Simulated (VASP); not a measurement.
The system is NaH.

```
CELL_PARAMETERS angstrom
2.42134 0.00000 0.00000
0.00000 2.42134 0.00000
0.00000 0.00000 2.42134
ATOMIC_POSITIONS crystal
Na 0.00000 0.00000 0.00000
H 0.50000 0.50000 0.50000
```

```yaml
Program: VASP 6.6.1
Task: relaxation of cell and atoms
Functional: PBE
Potentials_or_basis: VASP PAW PBE potentials, release 64 (Na_sv, H)
Cutoff: 1130 eV
k_mesh: 10 × 10 × 10
Occupations: fermi-dirac, width 0.02 eV
Spin: no spin polarisation
```

At the start: pressure 44.4 GPa; volume 7.10 Å³/atom.

Q: Where does the relaxation end?

A: Over 6 steps the energy falls by 492.4 meV/atom and the volume is 12.96 Å³/atom (+82.6 %); space group Pm-3m (No. 221, to 0.1 Å) before and after.

Step by step:
| step | energy change (eV) | largest force (eV/Å) | pressure (GPa) | volume (Å³) |
| --- | --- | --- | --- | --- |
| 1 | 0.0000 | 0.0000 | 44.36 | 14.20 |
| 2 | -0.7328 | 0.0000 | 14.10 | 18.63 |
| 3 | -0.9350 | 0.0000 | 4.71 | 22.31 |
| 4 | -0.9000 | 0.0000 | -5.39 | 31.07 |
| 5 | -0.9840 | 0.0000 | 0.54 | 25.46 |
| 6 | -0.9848 | 0.0000 | 0.03 | 25.92 |

Final structure:
```
Na H
1.0
     2.95952    0.00000    0.00000
     0.00000    2.95952    0.00000
     0.00000    0.00000    2.95952
Na H
1 1
Direct
  0.00000 0.00000 0.00000
  0.50000 0.50000 0.50000
```

Caveat: the volume moved by over 15 % at a fixed basis, so the end points are rough; the structure was generated, so it needn't be the stable form of NaH.
